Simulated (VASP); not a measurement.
# HfN (Fm-3m) in VASP: notebook

The runs below take HfN through single point, with LDA.

Program: VASP 6.6.1. These are calculated values, not measurements. Logs are shortened: lines on timing, memory, paths and dates and some standing lists are left out, and cuts for length are marked.

### Step 1. The cell of the first run

Symmetry: Fm-3m, No. 225, cubic system. Conventional cell: a = 4.512 Å, b = 4.512 Å, c = 4.512 Å, α = 90.00°, β = 90.00°, γ = 90.00°. Within 3.0 Å of Hf (site symmetry m-3m) lie 6 N at 2.26 Å. Within 3.0 Å of N (site symmetry m-3m) lie 6 Hf at 2.26 Å.

### Step 2. Single point, LDA

Contents of INCAR:

```
PREC     = Accurate       # precision mode
ENCUT    = 520            # plane-wave cutoff, eV
EDIFF    = 1E-6           # SCF threshold, eV
ISMEAR   = -1             # smearing method
SIGMA    = 0.03           # smearing width, eV
LREAL    = F              # projectors in reciprocal space
LASPH    = T              # aspherical terms in the spheres
NELM     = 60             # most SCF steps
ALGO     = Normal         # electronic algorithm
ISIF     = 2              # what is computed and relaxed
LWAVE    = F              # write WAVECAR
LCHARG   = F              # write CHGCAR
NBANDS   = 14             # bands
```

Contents of KPOINTS:

```
Automatic mesh
0
Gamma
  9 9 9
```

Contents of POSCAR:

```
HfN
1.0
    0.0000000000      2.2560000000      2.2560000000
    2.2560000000      0.0000000000      2.2560000000
    2.2560000000      2.2560000000      0.0000000000
Hf N
1 1
Direct
    0.0000000000      0.0000000000      0.0000000000
    0.5000000000      0.5000000000      0.5000000000
```

Potentials or basis: VASP PAW LDA potentials, release 64 (Hf_pv, N).

Started as:

```console
cat potpaw_LDA.64/Hf_pv/POTCAR potpaw_LDA.64/N/POTCAR > POTCAR
mpirun -np 1 vasp_std > vasp.out
```

OUTCAR:

```text
PREC = Accurate
   ENCUT = 520
   EDIFF = 1E-6
   ISMEAR = -1
   LREAL = F
   LASPH = T
   NELM = 60
   ISIF = 2

 ion  position               nearest neighbor table
   1  0.000  0.000  0.000-   2 2.26   2 2.26   2 2.26   2 2.26   2 2.26   2 2.26
   2  0.500  0.500  0.500-   1 2.26   1 2.26   1 2.26   1 2.26   1 2.26   1 2.26

  LATTYP: Found a face centered cubic cell.
 ALAT       =     4.5120000000

  Lattice vectors:

 A1 = (   0.0000000000,   2.2560000000,   2.2560000000)
 A2 = (   2.2560000000,   0.0000000000,   2.2560000000)
 A3 = (   2.2560000000,   2.2560000000,   0.0000000000)

Analysis of symmetry for initial positions (statically):
=====================================================================
 Subroutine PRICEL returns:
 Original cell was already a primitive cell.

 Routine SETGRP: Setting up the symmetry group for a
 face centered cubic supercell.

 Subroutine GETGRP returns: Found 48 space group operations
 (whereof 48 operations were pure point group operations)
 out of a pool of 48 trial point group operations.

The static configuration has the point symmetry O_h .

Analysis of symmetry for dynamics (positions and initial velocities):
=====================================================================
 Subroutine PRICEL returns:
 Original cell was already a primitive cell.

 Routine SETGRP: Setting up the symmetry group for a
 face centered cubic supercell.

 Subroutine GETGRP returns: Found 48 space group operations
 (whereof 48 operations were pure point group operations)
 out of a pool of 48 trial point group operations.

The dynamic configuration has the point symmetry O_h .

 Subroutine INISYM returns: Found 48 space group operations
 (whereof 48 operations are pure point group operations),
 and found     1 'primitive' translations

----------------------------------------------------------------------------------------

                                     Primitive cell

  volume of cell :      22.9640

  direct lattice vectors                    reciprocal lattice vectors
     0.000000000  2.256000000  2.256000000    -0.221631206  0.221631206  0.221631206
     2.256000000  0.000000000  2.256000000     0.221631206 -0.221631206  0.221631206
     2.256000000  2.256000000  0.000000000     0.221631206  0.221631206 -0.221631206

  length of vectors
     3.190465797  3.190465797  3.190465797     0.383876509  0.383876509  0.383876509

  position of ions in fractional coordinates (direct lattice)
     0.000000000  0.000000000  0.000000000
     0.500000000  0.500000000  0.500000000

  ion indices of the primitive-cell ions
   primitive index   ion index
                 1           1
                 2           2

----------------------------------------------------------------------------------------

 KPOINTS: Automatic mesh

Automatic generation of k-mesh.
 Grid dimensions read from file:
 generate k-points for:    9    9    9

 Generating k-lattice:

  Cartesian coordinates                     Fractional coordinates (reciprocal lattice)
    -0.024625690  0.024625690  0.024625690     0.111111111  0.000000000  0.000000000
     0.024625690 -0.024625690  0.024625690     0.000000000  0.111111111  0.000000000
     0.024625690  0.024625690 -0.024625690     0.000000000  0.000000000  0.111111111

  Length of vectors
     0.042652945  0.042652945  0.042652945

  Shift w.r.t. Gamma in fractional coordinates (k-lattice)
     0.000000000  0.000000000  0.000000000

 Subroutine IBZKPT returns following result:
 ===========================================

 Found     35 irreducible k-points:

 Following reciprocal coordinates:
            Coordinates               Weight
  0.000000  0.000000  0.000000      1.000000
  0.111111  0.000000  0.000000      8.000000
  0.222222  0.000000  0.000000      8.000000
  0.333333  0.000000  0.000000      8.000000
  0.444444  0.000000  0.000000      8.000000
  0.111111  0.111111  0.000000      6.000000
[... 16 lines left out ...]
 -0.333333  0.333333  0.000000     12.000000
  0.444444  0.444444  0.000000      6.000000
 [... further k-points ...]
   k-points           NKPTS =     35   k-points in BZ     NKDIM =     35   number of bands    NBANDS=     14
   number of dos      NEDOS =    301   number of ions     NIONS =      2
   total plane-waves  NPLWV =  13824
   dimension x,y,z NGX =    24 NGY =   24 NGZ =   24
   dimension x,y,z NGXF=    48 NGYF=   48 NGZF=   48
   ions per type =               1   1
   NGX,Y,Z   is equivalent  to a cutoff of  12.51, 12.51, 12.51 a.u.
   NGXF,Y,Z  is equivalent  to a cutoff of  25.01, 25.01, 25.01 a.u.
 SYSTEM =  unknown system
   PREC   = accura    normal or accurate (medium, high low for compatibility)
   ISTART =      0    job   : 0-new  1-cont  2-samecut
   ICHARG =      2    charge: 1-file 2-atom 10-const
   ISPIN  =      1    spin polarized calculation?
   LNONCOLLINEAR =      F non collinear calculations
   LSORBIT =      F    spin-orbit coupling
   LASPH  =      T    aspherical Exc in radial PAW
   ENCUT  =  520.0 eV  38.22 Ry    6.18 a.u.   5.93  5.93  5.93*2*pi/ulx,y,z
   NELM   =     60;   NELMIN=  2; NELMDL= -5     # of ELM steps
   EDIFF  = 0.1E-05   stopping-criterion for ELM
   LREAL  =      F    real-space projection
   EDIFFG = 0.1E-04   stopping-criterion for IOM
   NSW    =      0    number of steps for IOM
   IBRION =     -1    ionic relax: 0-MD 1-quasi-New 2-CG
   NFREE  =      0    steps in history (QN), initial steepest desc. (CG)
   ISIF   =      2    stress and relaxation
   ISYM   =      2    0-nonsym 1-usesym 2-fastsym
   POTIM  = 0.5000    time-step for ionic-motion
   TEBEG  =    0.0;   TEEND  =   0.0 temperature during run
   PSTRESS=    0.0 pullay stress
   NELECT =      15.0000    total number of electrons
   NUPDOWN=      -1.0000    fix difference up-down
   EMIN   =  10.00;   EMAX   =-10.00  energy-range for DOS
   EFERMI =   0.00;   METHOD = LEGACY
   ISMEAR =    -1;   SIGMA  =   0.03  broadening in eV -4-tet -1-fermi 0-gaus
   EFERMI_NEDOS =   21; number of points for ismear=-14 and -15
   IALGO  =     38    algorithm
   IMIX   =      4    mixing-type and parameters
     AMIX     =   0.40;   BMIX     =  1.00
     AMIX_MAG =   1.60;   BMIX_MAG =  1.00
  volume/ion in A,a.u.               =      11.48        77.48
  Fermi-wavevector in a.u.,A,eV,Ry     =   1.420440  2.684242 27.451783  2.017649
  Thomas-Fermi vector in A             =   2.541355
   LORBIT       =      0    0 simple, 1 ext, 2 COOP (PROOUT), +10 PAW based schemes
   GGA     = CA    functional components
   LHFCALC =     F    Hartree Fock is set to
   AEXX    =    0.0000 exact exchange contribution
   IVDW    =     0    specifies the selected vdW correction
   LEPSILON=     F    determine dielectric tensor
   LRPA    =     F    only Hartree local field effects (RPA)
 non-spin polarized calculation
  energy-cutoff  :      520.00
  volume of cell :       22.96
 maximum number of plane-waves:       628
   NGX = 11   NGY = 11   NGZ = 11

 number of electron      14.9999998 magnetization

 Free energy of the ion-electron system (eV)
  ---------------------------------------------------
  ext. energy  EPLUGINS =         0.00000000
  ---------------------------------------------------
  free energy    TOTEN  =       -23.85436630 eV

  energy without entropy =      -23.85060777  energy(sigma->0) =      -23.85248703

 E-fermi :   8.2026     XC(G=0): -13.0009

 val. band max:        8.1977638257   @ k =   0.4444   0.2222   0.1111
 cond. band min:       8.2341857140   @ k =   0.1111   0.0000   0.0000
 fundamental gap:      0.0364218882
 Fermi energy:         8.2025873746

 k-point     1 :       0.0000    0.0000    0.0000
  band No.  band energies     occupation
      1     -22.6957      2.00000
      2     -22.6957      2.00000
      3     -22.6957      2.00000
      4      -9.0249      2.00000
      5       5.2766      2.00000
      6       5.2766      2.00000
      7       5.2766      2.00000
      8       7.8347      1.99999
      9       7.8347      1.99999
     10       7.8347      1.99999
     11      10.1445      0.00000
     12      10.1445      0.00000
     13      10.2566      0.00000
     14      17.8903      0.00000

 k-point     2 :       0.1111    0.0000    0.0000
  band No.  band energies     occupation
      1     -22.8232      2.00000
      2     -22.7063      2.00000
      3     -22.7063      2.00000
      4      -8.7361      2.00000
      5       4.1825      2.00000
      6       4.6091      2.00000
      7       4.6091      2.00000
      8       8.1219      1.87286
      9       8.2342      0.51719
     10       8.2342      0.51719
     11      11.0565      0.00000
     12      11.0565      0.00000
     13      11.0751      0.00000
     14      18.8240      0.00000

 k-point     3 :       0.2222    0.0000    0.0000
  band No.  band energies     occupation
      1     -23.1311      2.00000
      2     -22.7331      2.00000
      3     -22.7331      2.00000
      4      -7.9785      2.00000
      5       2.3060      2.00000
      6       3.4858      2.00000
      7       3.4858      2.00000
      8       8.6233      0.00000
      9       9.2168      0.00000
     10       9.2168      0.00000
     11      12.6692      0.00000
     12      13.0139      0.00000
     13      13.0139      0.00000
     14      19.5834      0.00000
[... 324 lines left out ...]
 k-point    23 :      -0.3333    0.3333    0.0000
  band No.  band energies     occupation
      1     -23.3485      2.00000
      2     -23.2852      2.00000
      3     -22.8855      2.00000
      4      -7.0164      2.00000
      5       1.1598      2.00000
      6       2.7773      2.00000
      7       2.8131      2.00000
      8       8.7784      0.00000
      9      11.3732      0.00000
     10      11.9512      0.00000
     11      13.8474      0.00000
     12      16.1389      0.00000
     13      18.2117      0.00000
     14      19.6083      0.00000

 k-point    24 :       0.4444    0.4444    0.0000
  band No.  band energies     occupation
      1     -23.5009      2.00000
      2     -23.0069      2.00000
      3     -23.0069      2.00000
      4      -7.8686      2.00000
      5       2.7119      2.00000
      6       4.4604      2.00000
      7       4.5981      2.00000
      8       4.5981      2.00000
      9      12.2087      0.00000
     10      13.6634      0.00000
     11      13.6634      0.00000
     12      13.7212      0.00000
     13      16.5427      0.00000
     14      17.7241      0.00000

 [... further k-points ...]

------------------------ aborting loop because EDIFF is reached ----------------------------------------

  FORCE on cell =-STRESS in cart. coord.  units (eV):
  Direction    XX          YY          ZZ          XY          YZ          ZX
  --------------------------------------------------------------------------------------
  -------------------------------------------------------------------------------------
  Total       -1.3708453     -1.3708453     -1.3708453     -0.0000000      0.0000000     -0.0000000
  in kB      -95.6426805    -95.6426805    -95.6426805     -0.0000000      0.0000000     -0.0000000
  external PRESSURE =     -95.6426805 kB  Pullay stress =       0.0000000 kB

 VOLUME and BASIS-vectors are now :
 -----------------------------------------------------------------------------
  energy-cutoff  :      520.00
  volume of cell :       22.96
      direct lattice vectors                 reciprocal lattice vectors
     0.000000000  2.256000000  2.256000000    -0.221631206  0.221631206  0.221631206
     2.256000000  0.000000000  2.256000000     0.221631206 -0.221631206  0.221631206
     2.256000000  2.256000000  0.000000000     0.221631206  0.221631206 -0.221631206

 POSITION                                       TOTAL-FORCE (eV/Angst)
 -----------------------------------------------------------------------------------
      0.00000      0.00000      0.00000        -0.000000      0.000000     -0.000000
      2.25600      2.25600      2.25600         0.000000     -0.000000      0.000000
 -----------------------------------------------------------------------------------
    total drift:                                0.000000     -0.000000     -0.000000

  FREE ENERGIE OF THE ION-ELECTRON SYSTEM (eV)
  ---------------------------------------------------
  free  energy   TOTEN  =       -23.8543662957 eV

  energy  without entropy=      -23.8506077703  energy(sigma->0) =      -23.85248703
```

Run time: 8.2 s. Hardware: 1 thread of AMD EPYC 7R13 (Zen 3), shared host; peak memory 0.1 GiB.

What came out:

| Item | Value |
| --- | --- |
| Free energy | -23.8544 eV |
| Pressure | -9.6 GPa |

Caveat: spin-orbit coupling is left out, which moves the levels of the heavy elements.

### Step 3. Single point, LDA

Changes to INCAR since step 2:

```diff
@@ -7,3 +7,3 @@
 LASPH    = T              # aspherical terms in the spheres
-NELM     = 60             # most SCF steps
+NELM     = 80             # most SCF steps
 ALGO     = Normal         # electronic algorithm
@@ -11,3 +11,6 @@
 LWAVE    = F              # write WAVECAR
-LCHARG   = F              # write CHGCAR
+LCHARG   = T              # write CHGCAR
+GGA      = CA             # functional
+LELF     = T              # ELF
+LVHAR    = T            
 NBANDS   = 14             # bands
```

KPOINTS is that of step 2.

POSCAR is that of step 2.

Potentials or basis: VASP PAW LDA potentials, release 64 (Hf_pv, N).

Started as:

```console
cat potpaw_LDA.64/Hf_pv/POTCAR potpaw_LDA.64/N/POTCAR > POTCAR
mpirun -np 1 vasp_std > vasp.out
```

OUTCAR:

```text
PREC = Accurate
   ENCUT = 520
   EDIFF = 1E-6
   ISMEAR = -1
   LREAL = F
   LASPH = T
   NELM = 80
   ISIF = 2
   GGA = CA

 ion  position               nearest neighbor table
   1  0.000  0.000  0.000-   2 2.26   2 2.26   2 2.26   2 2.26   2 2.26   2 2.26
   2  0.500  0.500  0.500-   1 2.26   1 2.26   1 2.26   1 2.26   1 2.26   1 2.26

  LATTYP: Found a face centered cubic cell.
 ALAT       =     4.5120000000

  Lattice vectors:

 A1 = (   0.0000000000,   2.2560000000,   2.2560000000)
 A2 = (   2.2560000000,   0.0000000000,   2.2560000000)
 A3 = (   2.2560000000,   2.2560000000,   0.0000000000)

Analysis of symmetry for initial positions (statically):
=====================================================================
 Subroutine PRICEL returns:
 Original cell was already a primitive cell.

 Routine SETGRP: Setting up the symmetry group for a
 face centered cubic supercell.

 Subroutine GETGRP returns: Found 48 space group operations
 (whereof 48 operations were pure point group operations)
 out of a pool of 48 trial point group operations.

The static configuration has the point symmetry O_h .

[... 174 lines left out ...]
      7       5.2766      2.00000
      8       7.8347      1.99999
      9       7.8347      1.99999
     10       7.8347      1.99999
     11      10.1445      0.00000
     12      10.1445      0.00000
     13      10.2566      0.00000
     14      17.8903      0.00000
[... 377 lines left out ...]
      1     -23.5009      2.00000
      2     -23.0069      2.00000
      3     -23.0069      2.00000
      4      -7.8686      2.00000
      5       2.7119      2.00000
      6       4.4604      2.00000
      7       4.5981      2.00000
      8       4.5981      2.00000
      9      12.2087      0.00000
     10      13.6634      0.00000
     11      13.6634      0.00000
     12      13.7212      0.00000
     13      16.5427      0.00000
     14      17.7241      0.00000

 [... further k-points ...]

------------------------ aborting loop because EDIFF is reached ----------------------------------------

  FORCE on cell =-STRESS in cart. coord.  units (eV):
  Direction    XX          YY          ZZ          XY          YZ          ZX
  --------------------------------------------------------------------------------------
  -------------------------------------------------------------------------------------
  Total       -1.3708453     -1.3708453     -1.3708453     -0.0000000      0.0000000     -0.0000000
  in kB      -95.6426805    -95.6426805    -95.6426805     -0.0000000      0.0000000     -0.0000000
  external PRESSURE =     -95.6426805 kB  Pullay stress =       0.0000000 kB

 VOLUME and BASIS-vectors are now :
 -----------------------------------------------------------------------------
  energy-cutoff  :      520.00
  volume of cell :       22.96
      direct lattice vectors                 reciprocal lattice vectors
     0.000000000  2.256000000  2.256000000    -0.221631206  0.221631206  0.221631206
     2.256000000  0.000000000  2.256000000     0.221631206 -0.221631206  0.221631206
     2.256000000  2.256000000  0.000000000     0.221631206  0.221631206 -0.221631206

 POSITION                                       TOTAL-FORCE (eV/Angst)
 -----------------------------------------------------------------------------------
      0.00000      0.00000      0.00000        -0.000000      0.000000     -0.000000
      2.25600      2.25600      2.25600         0.000000     -0.000000      0.000000
 -----------------------------------------------------------------------------------
    total drift:                                0.000000     -0.000000     -0.000000

  FREE ENERGIE OF THE ION-ELECTRON SYSTEM (eV)
  ---------------------------------------------------
  free  energy   TOTEN  =       -23.8543662957 eV

  energy  without entropy=      -23.8506077703  energy(sigma->0) =      -23.85248703
```

OSZICAR:

```text
N       E                     dE             d eps       ncg     rms          rms(c)
DAV:   1     0.327974498738E+02    0.32797E+02   -0.77588E+03   980   0.100E+03
DAV:   2    -0.252303032908E+02   -0.58028E+02   -0.54137E+02  1264   0.228E+02
DAV:   3    -0.268379930928E+02   -0.16077E+01   -0.16031E+01  1124   0.301E+01
DAV:   4    -0.268431049562E+02   -0.51119E-02   -0.51114E-02  1196   0.207E+00
DAV:   5    -0.268431365474E+02   -0.31591E-04   -0.31590E-04  1136   0.139E-01    0.506E+01
DAV:   6    -0.240183397313E+02    0.28248E+01   -0.85155E+00  1028   0.219E+01    0.436E+01
DAV:   7    -0.238938166571E+02    0.12452E+00   -0.44047E-01  1232   0.516E+00    0.271E+01
DAV:   8    -0.238598622355E+02    0.33954E-01   -0.13153E-01  1238   0.294E+00    0.523E+00
DAV:   9    -0.238545042082E+02    0.53580E-02   -0.14064E-02  1130   0.945E-01    0.191E+00
DAV:  10    -0.238543899663E+02    0.11424E-03   -0.78809E-04  1286   0.247E-01    0.328E-01
DAV:  11    -0.238543669540E+02    0.23012E-04   -0.58858E-05  1124   0.698E-02    0.573E-02
DAV:  12    -0.238543662957E+02    0.65826E-06   -0.58770E-06  1276   0.203E-02
   1 F= -.23854366E+02 E0= -.23852487E+02  d E =-.375853E-02
```

stdout:

```text
POSCAR found type information on POSCAR HfN
 POSCAR found :  2 types and       2 ions
 scaLAPACK will be used
 LDA part: xc-table for (Slater(with rela. corr.)+CA(PZ))
 , standard interpolation
 POSCAR, INCAR and KPOINTS ok, starting setup
 FFT: planning ... GRIDC
 FFT: planning ... GRID_SOFT
 FFT: planning ... GRID
 WAVECAR not read
 entering main loop
```

It took 8.4 s on 1 thread of AMD EPYC 7R13 (Zen 3), shared host; peak memory 0.1 GiB.

What came out:

- Free energy: -23.8544 eV
- Pressure: -9.6 GPa

Caveat: spin-orbit coupling is left out, which moves the levels of the heavy elements.
